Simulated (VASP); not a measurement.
# Nb (I4/mmm) in VASP: further runs, part 2 of 2

VASP 6.6.1.

**4. Single point, PBEsol (strain +0.0175 x Voigt [0, 0, 1, 0, 0, 0])**

Input file INCAR:

```
SYSTEM = Nb
PREC     = Accurate       ! precision mode
ENCUT    = 520            ! plane-wave cutoff, eV
EDIFF    = 1E-6           ! SCF threshold, eV
ISMEAR   = 0              ! smearing method
SIGMA    = 0.15           ! smearing width, eV
LREAL    = .FALSE.        ! projectors in reciprocal space
LASPH    = .TRUE.         ! aspherical terms in the spheres
NELM     = 100            ! most SCF steps
ALGO     = Fast           ! electronic algorithm
ISIF     = 2              ! what is computed and relaxed
LWAVE    = .FALSE.        ! write WAVECAR
LCHARG   = .FALSE.        ! write CHGCAR
GGA      = PS             ! functional
NBANDS   = 12             ! bands
```

Input file KPOINTS:

```
regular mesh
0
G
  20 20 20
  0 0 0
```

Input file POSCAR:

```
Nb
1.0
    0.0000000000      2.1150000000      2.1520125000
    2.1150000000      0.0000000000      2.1520125000
    2.1150000000      2.1150000000      0.0000000000
Nb
1
Direct
    0.0000000000      0.0000000000      0.0000000000
```

Potentials or basis: VASP PAW PBE potentials, release 64 (Nb_sv).

Command:

```console
> cat potpaw_PBE.64/Nb_sv/POTCAR > POTCAR
> mpirun -np 1 vasp_std > vasp.out
```

OUTCAR:

```text
SYSTEM = Nb
   PREC = Accurate
   ENCUT = 520
   EDIFF = 1E-6
   ISMEAR = 0
   LREAL = .FALSE.
   LASPH = .TRUE.
   NELM = 100
   ISIF = 2
   GGA = PS

 ion  position               nearest neighbor table
   1  0.000  0.000  0.000-

  LATTYP: Found a body centered tetragonal cell.
 ALAT       =     2.9910616844
 C/A-ratio  =     1.4389622997

  Lattice vectors:

 A1 = (  -2.1150000000,   0.0000000000,   2.1520125000)
 A2 = (   2.1150000000,   0.0000000000,   2.1520125000)
 A3 = (   0.0000000000,   2.1150000000,  -2.1520125000)

Analysis of symmetry for initial positions (statically):
=====================================================================
 Subroutine PRICEL returns:
 Original cell was already a primitive cell.

 Routine SETGRP: Setting up the symmetry group for a
 body centered tetragonal supercell.

 Subroutine GETGRP returns: Found 16 space group operations
 (whereof 16 operations were pure point group operations)
 out of a pool of 16 trial point group operations.

The static configuration has the point symmetry D_4h.

Analysis of symmetry for dynamics (positions and initial velocities):
[... 163 lines left out ...]
 Fermi energy:        10.4843827457

 k-point     1 :       0.0000    0.0000    0.0000
  band No.  band energies     occupation
      1     -44.2418      2.00000
      2     -19.6950      2.00000
      3     -19.6928      2.00000
      4     -19.6928      2.00000
      5       4.2957      2.00000
      6      10.4716      1.09606
      7      10.6700      0.08006
      8      10.6700      0.08006
      9      12.9675      0.00000
     10      13.2319      0.00000
     11      22.2893      0.00000
     12      26.6250      0.00000
[... 331 lines left out ...]
 k-point    24 :      -0.3500    0.0500    0.0000
  band No.  band energies     occupation
      1     -44.0931      2.00000
      2     -20.6227      2.00000
      3     -19.8546      2.00000
      4     -19.7954      2.00000
      5       6.7837      2.00000
      6      10.4600      1.18165
      7      10.5249      0.70226
      8      10.7775      0.00572
      9      13.9423      0.00000
     10      14.6819      0.00000
     11      21.3722      0.00000
     12      23.8132      0.00000

 [... further k-points ...]
[... 5 lines left out ...]
  --------------------------------------------------------------------------------------
  -------------------------------------------------------------------------------------
  Total       -1.3435076     -1.3435076     -0.8325994      0.0000000      0.0000000      0.0000000
  in kB     -111.8034400   -111.8034400    -69.2869003      0.0000000      0.0000000      0.0000000
  external PRESSURE =     -97.6312601 kB  Pullay stress =       0.0000000 kB

 VOLUME and BASIS-vectors are now :
 -----------------------------------------------------------------------------
  energy-cutoff  :      520.00
  volume of cell :       19.25
      direct lattice vectors                 reciprocal lattice vectors
     0.000000000  2.115000000  2.152012500    -0.236406619  0.236406619  0.232340658
     2.115000000  0.000000000  2.152012500     0.236406619 -0.236406619  0.232340658
     2.115000000  2.115000000  0.000000000     0.236406619  0.236406619 -0.232340658

 POSITION                                       TOTAL-FORCE (eV/Angst)
 -----------------------------------------------------------------------------------
      0.00000      0.00000      0.00000         0.000000      0.000000      0.000000
 -----------------------------------------------------------------------------------
    total drift:                                0.000000      0.000000     -0.000000

  FREE ENERGIE OF THE ION-ELECTRON SYSTEM (eV)
  ---------------------------------------------------
  free  energy   TOTEN  =       -10.5813907948 eV

  energy  without entropy=      -10.5641642824  energy(sigma->0) =      -10.57277754
```

OSZICAR:

```text
N       E                     dE             d eps       ncg     rms          rms(c)
DAV:   1     0.115607217124E+03    0.11561E+03   -0.72067E+03 15408   0.107E+03
DAV:   2    -0.626951993121E+01   -0.12188E+03   -0.11767E+03 16656   0.386E+02
DAV:   3    -0.108345219051E+02   -0.45650E+01   -0.43634E+01 22008   0.649E+01
[... 12 lines left out ...]
RMM:  16    -0.105813829489E+02   -0.74307E-05   -0.68571E-05 23781   0.559E-02    0.108E-02
RMM:  17    -0.105813861850E+02   -0.32361E-05   -0.41442E-05 18905   0.329E-02    0.525E-03
RMM:  18    -0.105813885921E+02   -0.24071E-05   -0.21427E-05 16677   0.209E-02    0.361E-03
RMM:  19    -0.105813899639E+02   -0.13718E-05   -0.12685E-05 15341   0.147E-02    0.397E-03
RMM:  20    -0.105813907948E+02   -0.83084E-06   -0.78274E-06 14398   0.115E-02
   1 F= -.10581391E+02 E0= -.10572778E+02  d E =-.172265E-01
```

stdout:

```text
POSCAR found type information on POSCAR Nb
 POSCAR found :  1 types and       1 ions
 scaLAPACK will be used
 -----------------------------------------------------------------------------
|                                                                             |
|                                                                             |
|     You enforced a specific xc type in the INCAR file but a different       |
|     I HOPE YOU KNOW WHAT YOU ARE DOING!                                     |
|                                                                             |
 -----------------------------------------------------------------------------

 LDA part: xc-table for (Slater+PW92), standard interpolation
 POSCAR, INCAR and KPOINTS ok, starting setup
 FFT: planning ... GRIDC
 FFT: planning ... GRID_SOFT
 FFT: planning ... GRID
 WAVECAR not read
 entering main loop
WARNING in EDDRMM: call to ZHEGV failed, returncode =   8  4      6
WARNING in EDDRMM: call to ZHEGV failed, returncode =   8  4     10
WARNING in EDDRMM: call to ZHEGV failed, returncode =   6  3      9
WARNING in EDDRMM: call to ZHEGV failed, returncode =   8  4      7
WARNING in EDDRMM: call to ZHEGV failed, returncode =   6  3     11
```

Wall time 2 min (1 thread of Intel Xeon Platinum 8488C (Sapphire Rapids), shared host); peak memory 0.26 GiB.

What came out:

| Item | Value |
| --- | --- |
| Free energy | -10.5814 eV |
| Pressure | -9.8 GPa |

Caveat: the cell differs from its parent crystal (strain +0.0175 x Voigt [0, 0, 1, 0, 0, 0]); the PAW data sets were made with another functional, which shifts forces and pressure a little.

**5. Single point, PBEsol (strain +0.0200 x Voigt [0, 0, 1, 0, 0, 0])**

Input file INCAR:

```
SYSTEM = Nb
PREC = Accurate
ENCUT = 520
EDIFF = 1E-7
ISMEAR = 0
SIGMA = 0.15
LREAL = .FALSE.
LASPH = .TRUE.
NELM = 60
ALGO = Fast
ISIF = 2
LWAVE = .FALSE.
LCHARG = .TRUE.
GGA = PS
LELF = .TRUE.
LVHAR = .TRUE.
NBANDS = 12
```

Input file KPOINTS:

```
Automatic mesh
0
G
  20 20 20
  0 0 0
```

Input file POSCAR:

```
Nb
1.0
    0.0000000000      2.1150000000      2.1573000000
    2.1150000000      0.0000000000      2.1573000000
    2.1150000000      2.1150000000      0.0000000000
Nb
1
Direct
    0.0000000000      0.0000000000      0.0000000000
```

Potentials or basis: VASP PAW PBE potentials, release 64 (Nb_sv).

Command:

```console
> cat potpaw_PBE.64/Nb_sv/POTCAR > POTCAR
> mpirun -np 1 vasp_std > vasp.out
```

OUTCAR:

```text
SYSTEM = Nb
   PREC = Accurate
   ENCUT = 520
   EDIFF = 1E-7
   ISMEAR = 0
   LREAL = .FALSE.
   LASPH = .TRUE.
   NELM = 60
   ISIF = 2
   GGA = PS

 ion  position               nearest neighbor table
   1  0.000  0.000  0.000-

  LATTYP: Found a body centered tetragonal cell.
 ALAT       =     2.9910616844
 C/A-ratio  =     1.4424978336

  Lattice vectors:

 A1 = (  -2.1150000000,   0.0000000000,   2.1573000000)
 A2 = (   2.1150000000,   0.0000000000,   2.1573000000)
 A3 = (   0.0000000000,   2.1150000000,  -2.1573000000)
[... 540 lines left out ...]

 [... further k-points ...]

------------------------ aborting loop because EDIFF is reached ----------------------------------------

  FORCE on cell =-STRESS in cart. coord.  units (eV):
  Direction    XX          YY          ZZ          XY          YZ          ZX
  --------------------------------------------------------------------------------------
  -------------------------------------------------------------------------------------
  Total       -1.4061630     -1.4061630     -0.8327108      0.0000000      0.0000000     -0.0000000
  in kB     -116.7306635   -116.7306635    -69.1263319      0.0000000      0.0000000     -0.0000000
  external PRESSURE =    -100.8625530 kB  Pullay stress =       0.0000000 kB

 VOLUME and BASIS-vectors are now :
 -----------------------------------------------------------------------------
  energy-cutoff  :      520.00
  volume of cell :       19.30
      direct lattice vectors                 reciprocal lattice vectors
     0.000000000  2.115000000  2.157300000    -0.236406619  0.236406619  0.231771195
     2.115000000  0.000000000  2.157300000     0.236406619 -0.236406619  0.231771195
     2.115000000  2.115000000  0.000000000     0.236406619  0.236406619 -0.231771195

 POSITION                                       TOTAL-FORCE (eV/Angst)
 -----------------------------------------------------------------------------------
      0.00000      0.00000      0.00000         0.000000     -0.000000      0.000000
 -----------------------------------------------------------------------------------
    total drift:                               -0.000000      0.000000     -0.000000

  FREE ENERGIE OF THE ION-ELECTRON SYSTEM (eV)
  ---------------------------------------------------
  free  energy   TOTEN  =       -10.5793875558 eV

  energy  without entropy=      -10.5621849318  energy(sigma->0) =      -10.57078624
```

OSZICAR:

```text
N       E                     dE             d eps       ncg     rms          rms(c)
DAV:   1     0.114552011361E+03    0.11455E+03   -0.72381E+03 15464   0.107E+03
DAV:   2    -0.633680081336E+01   -0.12089E+03   -0.11670E+03 16612   0.384E+02
DAV:   3    -0.108475936273E+02   -0.45108E+01   -0.43023E+01 22316   0.647E+01
[... 19 lines left out ...]
RMM:  23    -0.105793868577E+02   -0.31911E-07   -0.15110E-06 17397   0.102E-02    0.145E-02
RMM:  24    -0.105793871132E+02   -0.25548E-06   -0.17568E-06 22662   0.143E-02    0.684E-03
RMM:  25    -0.105793872952E+02   -0.18206E-06   -0.54835E-07 14311   0.709E-03    0.533E-03
RMM:  26    -0.105793875202E+02   -0.22496E-06   -0.44836E-07 14443   0.749E-03    0.215E-03
RMM:  27    -0.105793875558E+02   -0.35586E-07   -0.19987E-07 12674   0.483E-03
   1 F= -.10579388E+02 E0= -.10570786E+02  d E =-.172026E-01
```

stdout:

```text
POSCAR found type information on POSCAR Nb
 POSCAR found :  1 types and       1 ions
 scaLAPACK will be used
 -----------------------------------------------------------------------------
|                                                                             |
|                                                                             |
|     You enforced a specific xc type in the INCAR file but a different       |
[... 21 lines left out ...]
WARNING in EDDRMM: call to ZHEGV failed, returncode =   8  4      7
WARNING in EDDRMM: call to ZHEGV failed, returncode =   8  4     12
WARNING in EDDRMM: call to ZHEGV failed, returncode =   6  3      8
WARNING in EDDRMM: call to ZHEGV failed, returncode =   8  4     11
WARNING in EDDRMM: call to ZHEGV failed, returncode =   6  3     12
WARNING in EDDRMM: call to ZHEGV failed, returncode =   6  3     10
WARNING in EDDRMM: call to ZHEGV failed, returncode =   6  3     10
```

Run time: 3.3 min. Hardware: 1 thread of Intel Xeon Platinum 8488C (Sapphire Rapids), shared host; peak memory 0.26 GiB.

Results:

- Free energy: -10.5794 eV
- Pressure: -10.1 GPa

Caveat: the cell differs from its parent crystal (strain +0.0200 x Voigt [0, 0, 1, 0, 0, 0]); the PAW data sets were made with another functional, which shifts forces and pressure a little.

**6. Summary**

| cell | further INCAR settings | gap on the mesh (eV) | pressure (GPa) |
| --- | --- | --- | --- |
| a = 3.006, b = 3.006, c = 2.991 Å, angles 60.2, 60.2, 59.7°, 1 atom | ALGO = Fast; EDIFF = 1e-07; NBANDS = 12 | none | -8.7 |
| a = 3.014, b = 3.014, c = 2.991 Å, angles 60.2, 60.2, 59.5°, 1 atom | ALGO = Fast; EDIFF = 1e-06; NBANDS = 12 | none | -9.4 |
| a = 3.017, b = 3.017, c = 2.991 Å, angles 60.3, 60.3, 59.4°, 1 atom | ALGO = Fast; EDIFF = 1e-06; NBANDS = 12 | none | -9.8 |
| a = 3.021, b = 3.021, c = 2.991 Å, angles 60.3, 60.3, 59.3°, 1 atom | ALGO = Fast; EDIFF = 1e-07; NBANDS = 12 | none | -10.1 |

Alike in all rows: task single point; level PBEsol; potentials or basis VASP PAW PBE potentials, release 64 (Nb_sv); no spin polarisation; k mesh 20 × 20 × 20; cutoff (eV) 520; smearing gaussian 0.15 eV.

Caveats: the PAW data sets were made with another functional, which shifts forces and pressure a little.

Absolute energies hang on the potentials; compare differences alone.
